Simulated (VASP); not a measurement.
Write the native input for VASP 6.6.1 that does the following.

```
Task                   : single point
Functional             : r2SCAN
Potentials or basis    : VASP PAW PBE potentials, release 64 (C)
Cutoff                 : 520 eV
k mesh                 : 12 × 12 × 10
Occupations            : gaussian, width 0.05 eV
Spin                   : no spin polarisation
Dipole correction      : no
Further INCAR settings : ALGO = Normal; EDIFF = 1e-07; NBANDS = 16
```

The system is C.

```
CELL_PARAMETERS angstrom
0.00000 -1.78012 -1.78012
-1.78012 0.00000 -1.78012
1.78012 1.78012 -3.56023
ATOMIC_POSITIONS crystal
C 0.73491 0.77317 0.74513
C 0.26509 0.22683 0.25487
C 0.35666 0.39493 0.87986
C 0.89334 0.85507 0.37014
```

This cell differs from its parent crystal: atoms displaced along several vibrational modes.

The input as run:

POSCAR

```
C
1.0
    0.0000000000     -1.7801161419     -1.7801161419
   -1.7801161419      0.0000000000     -1.7801161419
    1.7801161419      1.7801161419     -3.5602322838
C
4
Direct
    0.7349073063      0.7731688183      0.7451349994
    0.2650926937      0.2268311817      0.2548650006
    0.3566638199      0.3949253319      0.8798649870
    0.8933361801      0.8550746681      0.3701350130
```

INCAR.step1

```
PREC = Accurate ; ENCUT = 520
ISMEAR = 0 ; SIGMA = 0.05
LREAL = F ; LASPH = T
NELM = 60 ; NBANDS = 16
GGA = PE ; ALGO = Normal
EDIFF = 1E-4 ; LWAVE = T
LCHARG = F
```

INCAR.step2

```
PREC = Accurate ; ENCUT = 520
EDIFF = 1E-7 ; ISMEAR = 0
SIGMA = 0.05 ; LREAL = F
LASPH = T ; NELM = 60
ALGO = Normal ; ISIF = 2
LWAVE = F ; LCHARG = F
METAGGA = R2SCAN ; LMIXTAU = T
NBANDS = 16 ; ISTART = 1
```

KPOINTS

```
Automatic mesh
0
Gamma
  12 12 10
```

Potentials or basis: VASP PAW PBE potentials, release 64 (C).

The run is started by

```console
$ cat potpaw_PBE.64/C/POTCAR > POTCAR
$ cp INCAR.step1 INCAR
$ mpirun -np 1 vasp_std > vasp.out
$ cp INCAR.step2 INCAR
$ mpirun -np 1 vasp_std > vasp.out
```

It gave:

| Quantity | Value |
| --- | --- |
| Pressure | 1.3 GPa |
| Largest force | 1.598 eV/Å |
| Band gap on the k mesh | 4.30 eV |

Caveat: the cell differs from its parent crystal (atoms displaced along several vibrational modes); the PAW data sets were made with another functional, which shifts forces and pressure a little.

Run time: 9.7 min on 1 thread of Intel(R) Xeon(R) Platinum 8488C (Sapphire Rapids), on a shared host, peak memory 0.28 GiB.
